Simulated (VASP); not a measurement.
Write the native input for VASP 6.6.1 that does the following.

| Property | Result |
| --- | --- |
| Task | single point |
| Functional | PBE |
| Potentials or basis | VASP PAW PBE potentials, release 64 (Zr_sv, C) |
| Cutoff | 520 eV |
| k mesh | 6 × 6 × 6 |
| Occupations | gaussian, width 0.1 eV |
| Spin | no spin polarisation |
| Dipole correction | no |
| Further INCAR settings | ALGO = Normal; EDIFF = 1e-06; NBANDS = 21 |

The structure of Zr2C lies in POSCAR:

```
Zr2C
1.0
    1.6677327000      0.9628659000      5.3828681000
   -1.6677327000      0.9628659000      5.3828681000
    0.0000000000     -1.9257318000      5.3828681000
Zr C
2 1
Direct
    0.2555690000      0.2555690000      0.2555690000
    0.7444310000      0.7444310000      0.7444310000
    0.0000000000      0.0000000000      0.0000000000
```

The cell was built from a structure type or drawn by symmetry, and may not be a known phase.

These files were run (other wordings do the same):

INCAR

```
SYSTEM = Zr2C
PREC     = Accurate       ! precision mode
ENCUT    = 520            ! plane-wave cutoff, eV
EDIFF    = 1E-6           ! SCF threshold, eV
ISMEAR   = 0              ! smearing method
SIGMA    = 0.1            ! smearing width, eV
LREAL    = .FALSE.        ! projectors in reciprocal space
LASPH    = .TRUE.         ! aspherical terms in the spheres
NELM     = 60             ! most SCF steps
ALGO     = Normal         ! electronic algorithm
ISIF     = 2              ! what is computed and relaxed
LWAVE    = .FALSE.        ! write WAVECAR
LCHARG   = .TRUE.         ! write CHGCAR
GGA      = PE             ! functional
LELF     = .TRUE.         ! ELF
LVHAR    = .TRUE.       
NBANDS   = 21             ! bands
```

KPOINTS

```
Automatic mesh
0
G
  6 6 6
  0 0 0
```

Potentials or basis: VASP PAW PBE potentials, release 64 (Zr_sv, C).

The run is started by

```console
$ cat potpaw_PBE.64/Zr_sv/POTCAR potpaw_PBE.64/C/POTCAR > POTCAR
$ mpirun -np 1 vasp_std > vasp.out
```

Results of the run:

```json
{
  "Pressure": "0.2 GPa",
  "Largest force": "0.054 eV/Å",
  "Band gap on the k mesh": "zero (bands 14 and 15 overlap by 1.25 eV)"
}
```

Caveat: the k points lie up to 0.37 Å⁻¹ apart, too coarse for converged energies and pressures of a metal.

Wall time 43 s on 1 thread of Intel(R) Xeon(R) 6975P-C (Granite Rapids), with other jobs on the host, peak memory 0.31 GiB.
